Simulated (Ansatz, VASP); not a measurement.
# One calculation of Pb, two programs

POSCAR

```
Pb
1.0
    0.0000000000      2.4946408835      2.4946408835
    2.4946408835      0.0000000000      2.4946408835
    2.4946408835      2.4946408835      0.0000000000
Pb
1
Direct
    0.0000000000      0.0000000000      0.0000000000
```

File INCAR.step1:

```
PREC = Accurate
ENCUT = 520
ISMEAR = 0
SIGMA = 0.1
LREAL = F
LASPH = T
NELM = 80
NBANDS = 13
GGA = PE
ALGO = Normal
EDIFF = 1E-4
LWAVE = T
LCHARG = F
```

Contents of INCAR.step2:

```
PREC = Accurate
ENCUT = 520
EDIFF = 1E-6
ISMEAR = 0
SIGMA = 0.1
LREAL = F
LASPH = T
NELM = 80
ALGO = Normal
ISIF = 2
LWAVE = F
LCHARG = F
METAGGA = R2SCAN
LMIXTAU = T
NBANDS = 13
ISTART = 1
```

File KPOINTS:

```
Automatic mesh
0
Gamma
  11 11 11
```

Input for Ansatz:

```yaml
crystal:
  lattice:
    - [0.0, 2.4946408835, 2.4946408835]
    - [2.4946408835, 0.0, 2.4946408835]
    - [2.4946408835, 2.4946408835, 0.0]
  atoms:
    - { symbol: Pb, position: [0.0, 0.0, 0.0] }
hamiltonian:
  xc: r2scan
  pseudopotentials:
    kind: paw
    azcp:
      Pb: "pseudopotentials/Pb.paw.azcp"
basis:
  ecutwfc: 500
  fft_grid_basis: typed
kpoints:
  mp_grid: { grid: [11, 11, 11], shift: [0, 0, 0] }
magnetization:
  spin_polarized: false
scf:
  occupations: { method: gaussian, width: 0.1 }
  lower_state_search: "off"
output:
  stress: true
```

Alike in both runs: task single point; functional r2SCAN; k mesh 11 × 11 × 11; occupations gaussian, width 0.1 eV; no spin polarisation.

```csv
,VASP,Ansatz
version,VASP 6.6.1,Ansatz 0.2.0
potentials or method,"VASP PAW PBE potentials, release 64 (Pb_d), cutoff 520 eV","plane waves (500 eV) with PAW, scalar-relativistic"
valence electrons in the cell,14,14
```

|  | VASP | Ansatz | Ansatz less VASP |
| --- | --- | --- | --- |
| pressure (GPa) | 0.0 | 0.0 | +0.01 |

VASP's potentials were made for PBE, not for r2SCAN.

Spin-orbit coupling is off throughout.
